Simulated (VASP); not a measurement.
Set up this calculation in VASP 6.6.1, as the native input.

```yaml
Task: single point
Functional: PBE
Potentials_or_basis: VASP PAW PBE potentials, release 64 (Te)
Cutoff: 520 eV
k_mesh: 12 × 12 × 6
Occupations: gaussian, width 0.1 eV
Spin: no spin polarisation
Dipole_correction: no
Further_INCAR_settings: ALGO = Normal; EDIFF = 1e-06; NBANDS = 20
```

The structure of Te lies in POSCAR:

```
Te
1.0
    4.2100067717      0.0000000000      0.0000000000
   -2.1050033859      3.6459728144      0.0000000000
    0.0000000000      0.0000000000      8.3957592320
Te
4
Direct
    0.0000000000      0.0000000000      0.0000000000
    0.0000000000      0.0000000000      0.5000000000
    0.3333333333      0.6666666667      0.7500000000
    0.6666666667      0.3333333333      0.2500000000
```

This isn't the form of Te at room conditions, which is trigonal, of chains.

One way to write it, as run:

INCAR

```
SYSTEM = Te
  ALGO = Normal
  EDIFF = 1E-6
  ENCUT = 520
  GGA = PE
  ISIF = 2
  ISMEAR = 0
  LASPH = .TRUE.
  LCHARG = .FALSE.
  LREAL = .FALSE.
  LWAVE = .FALSE.
  NBANDS = 20
  NELM = 80
  PREC = Accurate
  SIGMA = 0.1
```

KPOINTS

```
k-points
0
G
  12 12 6
  0 0 0
```

Potentials or basis: VASP PAW PBE potentials, release 64 (Te).

Run with:

```sh
$ cat potpaw_PBE.64/Te/POTCAR > POTCAR
$ mpirun -np 1 vasp_std > vasp.out
```

Results of the run:

The pressure is 0.0 GPa and the band gap on the k mesh is zero (bands 12 and 13 overlap by 2.03 eV).

Caveat: spin-orbit coupling is left out, which moves the levels of the heavy elements.

It took 95 s on 1 thread of Intel(R) Xeon(R) Platinum 8259CL CPU @ 2.50GHz (Skylake/Cascade Lake), with other jobs on the host, peak memory 0.32 GiB.
